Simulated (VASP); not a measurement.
## GaAs: relaxation of cell and atoms with PBEsol

Crystal: GaAs.

```
Ga As
1.0
     0.00000    2.82914    2.82914
     2.82914    0.00000    2.82914
     2.82914    2.82914    0.00000
Ga As
1 1
Direct
  0.00000 0.00000 0.00000
  0.75000 0.75000 0.75000
```

```json
{
 "Program": "VASP 6.6.1",
 "Task": "relaxation of cell and atoms",
 "Functional": "PBEsol",
 "Potentials or basis": "VASP PAW PBE potentials, release 64 (Ga_d, As)",
 "Cutoff": "600 eV",
 "k mesh": "12 × 12 × 12",
 "Occupations": "gaussian, width 0.01 eV",
 "Spin": "no spin polarisation",
 "Dipole correction": "no",
 "Further INCAR settings": "ALGO = Normal; EDIFF = 1e-06; IBRION = 2; EDIFFG = -0.001; NSW = 80; ISIF = 3"
}
```

```json
{
  "Relaxed volume": "22.70 Å³/atom",
  "Relaxed cell": "a = 4.004 Å, b = 4.004 Å, c = 4.004 Å, α = 60.00°, β = 60.00°, γ = 60.00°",
  "Space group after relaxing (to 0.05 Å)": "F-43m (No. 216)",
  "Energy gained by relaxing": "0.0 meV/atom",
  "Ionic steps": "19",
  "Pressure after relaxing": "0.0 GPa",
  "Band gap on the k mesh": "0.42 eV, direct"
}
```

Final structure:
```
Ga As
1.0
     0.00000    2.83154    2.83154
     2.83154    0.00000    2.83154
     2.83154    2.83154    0.00000
Ga As
1 1
Direct
  0.00000 0.00000 0.00000
  0.75000 0.75000 0.75000
```

Levels at points of the mesh, in eV from the valence-band top:
```csv
k point,band 6,band 7,band 8,band 9,band 10,band 11,band 12,band 13
"(0.00, 0.00, 0.00)",-12.72,0.00,0.00,0.00,0.42,3.69,3.69,3.69
"(0.50, 0.00, 0.00)",-10.95,-6.65,-1.14,-1.14,0.92,4.58,4.58,7.58
"(0.50, 0.50, 0.00)",-10.22,-6.83,-2.68,-2.68,1.36,1.58,10.09,10.09
```

It took 100 s on 1 thread of AMD EPYC 9R45 96-Core Processor (Zen 5), with other jobs on the host, peak memory 0.19 GiB.

Caveat: the PAW data sets were made with another functional, which shifts forces and pressure a little. A k mesh can miss the band edges.
